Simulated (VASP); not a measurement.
# KF (Carobbiite) (Fm-3m) in VASP: settings compared, part 2 of 2

VASP 6.6.1. The steps go on from the part before.

**3. Single point, revPBE**

INCAR

```
SYSTEM = KF
PREC     = Accurate       ! precision mode
ENCUT    = 520            ! plane-wave cutoff, eV
EDIFF    = 1E-6           ! SCF threshold, eV
ISMEAR   = 0              ! smearing method
SIGMA    = 0.01           ! smearing width, eV
LREAL    = .FALSE.        ! projectors in reciprocal space
LASPH    = .TRUE.         ! aspherical terms in the spheres
NELM     = 80             ! most SCF steps
ALGO     = Normal         ! electronic algorithm
ISIF     = 2              ! what is computed and relaxed
LWAVE    = .FALSE.        ! write WAVECAR
LCHARG   = .TRUE.         ! write CHGCAR
GGA      = RE             ! functional
LELF     = .TRUE.         ! ELF
LVHAR    = .TRUE.       
NBANDS   = 15             ! bands
```

KPOINTS

```
regular mesh
0
G
  6 6 6
  0 0 0
```

POSCAR

```
KF
1.0
    0.0000000000      2.6718500000      2.6718500000
    2.6718500000      0.0000000000      2.6718500000
    2.6718500000      2.6718500000      0.0000000000
K F
1 1
Direct
    0.0000000000      0.0000000000      0.0000000000
    0.5000000000      0.5000000000      0.5000000000
```

Potentials or basis: VASP PAW PBE potentials, release 64 (K_sv, F).

The run is started by

```bash
cat potpaw_PBE.64/K_sv/POTCAR potpaw_PBE.64/F/POTCAR > POTCAR
mpirun -np 1 vasp_std > vasp.out
```

OUTCAR:

```text
SYSTEM = KF
   PREC = Accurate
   ENCUT = 520
   EDIFF = 1E-6
   ISMEAR = 0
   LREAL = .FALSE.
   LASPH = .TRUE.
   NELM = 80
   ISIF = 2
   GGA = RE

 ion  position               nearest neighbor table
   1  0.000  0.000  0.000-   2 2.67   2 2.67   2 2.67   2 2.67   2 2.67   2 2.67
   2  0.500  0.500  0.500-   1 2.67   1 2.67   1 2.67   1 2.67   1 2.67   1 2.67

  LATTYP: Found a face centered cubic cell.
 ALAT       =     5.3437000000

  Lattice vectors:

 A1 = (   0.0000000000,   2.6718500000,   2.6718500000)
 A2 = (   2.6718500000,   0.0000000000,   2.6718500000)
 A3 = (   2.6718500000,   2.6718500000,   0.0000000000)

Analysis of symmetry for initial positions (statically):
=====================================================================
 Subroutine PRICEL returns:
 Original cell was already a primitive cell.

 Routine SETGRP: Setting up the symmetry group for a
 face centered cubic supercell.

 Subroutine GETGRP returns: Found 48 space group operations
 (whereof 48 operations were pure point group operations)
 out of a pool of 48 trial point group operations.

The static configuration has the point symmetry O_h .

Analysis of symmetry for dynamics (positions and initial velocities):
=====================================================================
 Subroutine PRICEL returns:
 Original cell was already a primitive cell.

 Routine SETGRP: Setting up the symmetry group for a
 face centered cubic supercell.

 Subroutine GETGRP returns: Found 48 space group operations
 (whereof 48 operations were pure point group operations)
 out of a pool of 48 trial point group operations.

The dynamic configuration has the point symmetry O_h .

 Subroutine INISYM returns: Found 48 space group operations
 (whereof 48 operations are pure point group operations),
 and found     1 'primitive' translations

----------------------------------------------------------------------------------------

                                     Primitive cell

  volume of cell :      38.1475

  direct lattice vectors                    reciprocal lattice vectors
     0.000000000  2.671850000  2.671850000    -0.187136254  0.187136254  0.187136254
[... 110 lines left out ...]
  energy-cutoff  :      520.00
  volume of cell :       38.15
 maximum number of plane-waves:      1034
   NGX = 13   NGY = 13   NGZ = 13

 number of electron      16.0000002 magnetization

 Free energy of the ion-electron system (eV)
  ---------------------------------------------------
  ext. energy  EPLUGINS =         0.00000000
  ---------------------------------------------------
  free energy    TOTEN  =        -7.86948737 eV

  energy without entropy =       -7.86948737  energy(sigma->0) =       -7.86948737

 E-fermi :  -2.5275     XC(G=0):  -8.0275

 val. band max:       -2.6191856742   @ k =   0.0000   0.0000   0.0000
 cond. band min:       3.8534073544   @ k =   0.0000   0.0000   0.0000
 fundamental gap:      6.4725930286
 Fermi energy:        -2.5274653833

 k-point     1 :       0.0000    0.0000    0.0000
  band No.  band energies     occupation
      1     -28.9011      2.00000
      2     -21.3652      2.00000
      3     -12.1246      2.00000
      4     -12.1246      2.00000
      5     -12.1246      2.00000
      6      -2.6192      2.00000
      7      -2.6192      2.00000
      8      -2.6192      2.00000
      9       3.8534      0.00000
     10       8.1611      0.00000
     11       8.1611      0.00000
     12       8.1611      0.00000
     13       9.7628      0.00000
     14       9.7628      0.00000
[... 257 lines left out ...]
      2     -21.4004      2.00000
      3     -12.5748      2.00000
      4     -12.4102      2.00000
      5     -12.2379      2.00000
      6      -2.9294      2.00000
      7      -2.8077      2.00000
      8      -2.7351      2.00000
      9       6.5350      0.00000
     10       8.2346      0.00000
     11       8.4203      0.00000
     12      10.9297      0.00000
     13      11.5717      0.00000
     14      12.6125      0.00000
     15      12.8011      0.00000

------------------------ aborting loop because EDIFF is reached ----------------------------------------

  FORCE on cell =-STRESS in cart. coord.  units (eV):
  Direction    XX          YY          ZZ          XY          YZ          ZX
  --------------------------------------------------------------------------------------
  -------------------------------------------------------------------------------------
  Total        0.8520680      0.8520680      0.8520680      0.0000000      0.0000000      0.0000000
  in kB       35.7864512     35.7864512     35.7864512      0.0000000      0.0000000      0.0000000
  external PRESSURE =      35.7864512 kB  Pullay stress =       0.0000000 kB

 VOLUME and BASIS-vectors are now :
 -----------------------------------------------------------------------------
  energy-cutoff  :      520.00
  volume of cell :       38.15
      direct lattice vectors                 reciprocal lattice vectors
     0.000000000  2.671850000  2.671850000    -0.187136254  0.187136254  0.187136254
     2.671850000  0.000000000  2.671850000     0.187136254 -0.187136254  0.187136254
     2.671850000  2.671850000  0.000000000     0.187136254  0.187136254 -0.187136254

 POSITION                                       TOTAL-FORCE (eV/Angst)
 -----------------------------------------------------------------------------------
      0.00000      0.00000      0.00000        -0.000000      0.000000     -0.000000
      2.67185      2.67185      2.67185         0.000000     -0.000000      0.000000
 -----------------------------------------------------------------------------------
    total drift:                                0.000000      0.000000      0.000000

  FREE ENERGIE OF THE ION-ELECTRON SYSTEM (eV)
  ---------------------------------------------------
  free  energy   TOTEN  =        -7.8694873715 eV

  energy  without entropy=       -7.8694873715  energy(sigma->0) =       -7.86948737
```

OSZICAR:

```text
N       E                     dE             d eps       ncg     rms          rms(c)
DAV:   1     0.111769579303E+03    0.11177E+03   -0.83168E+03   480   0.103E+03
DAV:   2    -0.441730633853E+01   -0.11619E+03   -0.10732E+03   629   0.283E+02
DAV:   3    -0.901168749845E+01   -0.45944E+01   -0.45786E+01   649   0.500E+01
DAV:   4    -0.912601591022E+01   -0.11433E+00   -0.11432E+00   641   0.747E+00
DAV:   5    -0.912723684250E+01   -0.12209E-02   -0.12209E-02   657   0.652E-01    0.640E+00
DAV:   6    -0.786229856226E+01    0.12649E+01   -0.36167E+00   494   0.149E+01    0.379E+00
DAV:   7    -0.784891682414E+01    0.13382E-01   -0.64136E-02   592   0.225E+00    0.213E+00
DAV:   8    -0.786490788790E+01   -0.15991E-01   -0.62540E-02   508   0.248E+00    0.206E-01
DAV:   9    -0.786808960353E+01   -0.31817E-02   -0.56652E-03   585   0.601E-01    0.145E-01
DAV:  10    -0.786925390958E+01   -0.11643E-02   -0.91558E-04   501   0.249E-01    0.674E-02
DAV:  11    -0.786947793669E+01   -0.22403E-03   -0.25776E-04   515   0.134E-01    0.207E-02
DAV:  12    -0.786948608466E+01   -0.81480E-05   -0.18440E-05   536   0.419E-02    0.556E-03
DAV:  13    -0.786948727479E+01   -0.11901E-05   -0.51823E-06   550   0.201E-02    0.309E-03
DAV:  14    -0.786948737152E+01   -0.96723E-07   -0.14763E-07   485   0.372E-03
   1 F= -.78694874E+01 E0= -.78694874E+01  d E =-.226260E-40
```

Wall time 19 s (1 thread of Intel Xeon 8259CL, shared host); peak memory 0.15 GiB.

Results:

| Item | Value |
| --- | --- |
| Free energy | -7.8695 eV |
| Pressure | 3.6 GPa |
| Band gap on the k mesh | 6.47 eV, direct |

Caveat: the PAW data sets were made with another functional, which shifts forces and pressure a little. Expect the measured gap to be larger: semilocal functionals such as revPBE lack the derivative discontinuity.

**4. Single point, RPBE**

INCAR

```
  ALGO = Normal
  EDIFF = 1E-7
  ENCUT = 520
  GGA = RP
  ISIF = 2
  ISMEAR = 0
  LASPH = T
  LCHARG = F
  LREAL = F
  LWAVE = F
  NBANDS = 15
  NELM = 80
  PREC = Accurate
  SIGMA = 0.01
```

KPOINTS

```
k-points
0
Gamma
  6 6 6
```

POSCAR is that of step 3.

Potentials or basis: VASP PAW PBE potentials, release 64 (K_sv, F).

The run is started by

```bash
cat potpaw_PBE.64/K_sv/POTCAR potpaw_PBE.64/F/POTCAR > POTCAR
mpirun -np 1 vasp_std > vasp.out
```

OUTCAR:

```text
EDIFF = 1E-7
   ENCUT = 520
   GGA = RP
   ISIF = 2
   ISMEAR = 0
   LASPH = T
   LREAL = F
   NELM = 80
   PREC = Accurate

 ion  position               nearest neighbor table
   1  0.000  0.000  0.000-   2 2.67   2 2.67   2 2.67   2 2.67   2 2.67   2 2.67
   2  0.500  0.500  0.500-   1 2.67   1 2.67   1 2.67   1 2.67   1 2.67   1 2.67

  LATTYP: Found a face centered cubic cell.
 ALAT       =     5.3437000000

  Lattice vectors:

 A1 = (   0.0000000000,   2.6718500000,   2.6718500000)
 A2 = (   2.6718500000,   0.0000000000,   2.6718500000)
 A3 = (   2.6718500000,   2.6718500000,   0.0000000000)

Analysis of symmetry for initial positions (statically):
=====================================================================
 Subroutine PRICEL returns:
 Original cell was already a primitive cell.

 Routine SETGRP: Setting up the symmetry group for a
 face centered cubic supercell.

 Subroutine GETGRP returns: Found 48 space group operations
 (whereof 48 operations were pure point group operations)
 out of a pool of 48 trial point group operations.

The static configuration has the point symmetry O_h .

Analysis of symmetry for dynamics (positions and initial velocities):
=====================================================================
 Subroutine PRICEL returns:
 Original cell was already a primitive cell.

 Routine SETGRP: Setting up the symmetry group for a
 face centered cubic supercell.

 Subroutine GETGRP returns: Found 48 space group operations
 (whereof 48 operations were pure point group operations)
 out of a pool of 48 trial point group operations.

The dynamic configuration has the point symmetry O_h .

 Subroutine INISYM returns: Found 48 space group operations
 (whereof 48 operations are pure point group operations),
 and found     1 'primitive' translations

----------------------------------------------------------------------------------------

[... 111 lines left out ...]
   IVDW    =     0    specifies the selected vdW correction
   LEPSILON=     F    determine dielectric tensor
   LRPA    =     F    only Hartree local field effects (RPA)
 non-spin polarized calculation
 Gauss-broadening in eV      SIGMA  =   0.01
  energy-cutoff  :      520.00
  volume of cell :       38.15
 maximum number of plane-waves:      1034
   NGX = 13   NGY = 13   NGZ = 13

 number of electron      16.0000002 magnetization

 Free energy of the ion-electron system (eV)
  ---------------------------------------------------
  ext. energy  EPLUGINS =         0.00000000
  ---------------------------------------------------
  free energy    TOTEN  =        -7.85540246 eV

  energy without entropy =       -7.85540246  energy(sigma->0) =       -7.85540246

 E-fermi :  -2.4964     XC(G=0):  -7.9629

 val. band max:       -2.5753147828   @ k =   0.0000   0.0000   0.0000
 cond. band min:       3.9277059512   @ k =   0.0000   0.0000   0.0000
 fundamental gap:      6.5030207340
 Fermi energy:        -2.4963852106

 k-point     1 :       0.0000    0.0000    0.0000
  band No.  band energies     occupation
      1     -28.8955      2.00000
      2     -21.3543      2.00000
      3     -12.1084      2.00000
      4     -12.1084      2.00000
      5     -12.1084      2.00000
      6      -2.5753      2.00000
      7      -2.5753      2.00000
      8      -2.5753      2.00000
      9       3.9277      0.00000
     10       8.2115      0.00000
     11       8.2115      0.00000
     12       8.2115      0.00000
     13       9.8159      0.00000
     14       9.8159      0.00000
[... 257 lines left out ...]
      2     -21.3892      2.00000
      3     -12.5552      2.00000
      4     -12.3918      2.00000
      5     -12.2211      2.00000
      6      -2.8838      2.00000
      7      -2.7638      2.00000
      8      -2.6912      2.00000
      9       6.5912      0.00000
     10       8.2924      0.00000
     11       8.4815      0.00000
     12      10.9784      0.00000
     13      11.5993      0.00000
     14      12.6815      0.00000
     15      12.8479      0.00000

------------------------ aborting loop because EDIFF is reached ----------------------------------------

  FORCE on cell =-STRESS in cart. coord.  units (eV):
  Direction    XX          YY          ZZ          XY          YZ          ZX
  --------------------------------------------------------------------------------------
  -------------------------------------------------------------------------------------
  Total        0.9786877      0.9786877      0.9786877     -0.0000000     -0.0000000     -0.0000000
  in kB       41.1044171     41.1044171     41.1044171     -0.0000000     -0.0000000     -0.0000000
  external PRESSURE =      41.1044171 kB  Pullay stress =       0.0000000 kB

 VOLUME and BASIS-vectors are now :
 -----------------------------------------------------------------------------
  energy-cutoff  :      520.00
  volume of cell :       38.15
      direct lattice vectors                 reciprocal lattice vectors
     0.000000000  2.671850000  2.671850000    -0.187136254  0.187136254  0.187136254
     2.671850000  0.000000000  2.671850000     0.187136254 -0.187136254  0.187136254
     2.671850000  2.671850000  0.000000000     0.187136254  0.187136254 -0.187136254

 POSITION                                       TOTAL-FORCE (eV/Angst)
 -----------------------------------------------------------------------------------
      0.00000      0.00000      0.00000         0.000000     -0.000000     -0.000000
      2.67185      2.67185      2.67185        -0.000000      0.000000      0.000000
 -----------------------------------------------------------------------------------
    total drift:                                0.000000      0.000000      0.000000

  FREE ENERGIE OF THE ION-ELECTRON SYSTEM (eV)
  ---------------------------------------------------
  free  energy   TOTEN  =        -7.8554024622 eV

  energy  without entropy=       -7.8554024622  energy(sigma->0) =       -7.85540246
```

stdout:

```text
POSCAR found type information on POSCAR K F
 POSCAR found :  2 types and       2 ions
 scaLAPACK will be used
 -----------------------------------------------------------------------------
|                                                                             |
|                                                                             |
|     You enforced a specific xc type in the INCAR file but a different       |
|     I HOPE YOU KNOW WHAT YOU ARE DOING!                                     |
|                                                                             |
 -----------------------------------------------------------------------------

 LDA part: xc-table for (Slater+PW92), standard interpolation
 POSCAR, INCAR and KPOINTS ok, starting setup
 FFT: planning ... GRIDC
 FFT: planning ... GRID_SOFT
 FFT: planning ... GRID
 WAVECAR not read
 entering main loop
```

It took 19 s on 1 thread of Intel Xeon 8259CL, shared host; peak memory 0.15 GiB.

Results:

| Item | Value |
| --- | --- |
| Free energy | -7.8554 eV |
| Pressure | 4.1 GPa |
| Band gap on the k mesh | 6.50 eV, direct |

Caveat: the PAW data sets were made with another functional, which shifts forces and pressure a little. As with any semilocal functional, this RPBE gap is likely too small.

**5. Overview**

```tsv
level	gap on the mesh (eV)	pressure (GPa)
PBEsol	6.03	-0.6
revPBE	6.47	3.6
RPBE	6.50	4.1
```

Alike in all rows: task single point; potentials or basis VASP PAW PBE potentials, release 64 (K_sv, F); no spin polarisation; cell as given; k mesh 6 × 6 × 6; cutoff (eV) 520; smearing gaussian 0.01 eV.

On the cell as given the gap runs from 6.03 eV (PBEsol) to 6.50 eV (RPBE). The pressure there spans -0.6 GPa (PBEsol) to 4.1 GPa (RPBE); a positive pressure means that this level wants a larger cell, a negative one a smaller.

Caveats: the PAW data sets were made with another functional, which shifts forces and pressure a little.

Total energies depend on the potentials used, so only differences within one code and one set of settings carry meaning.
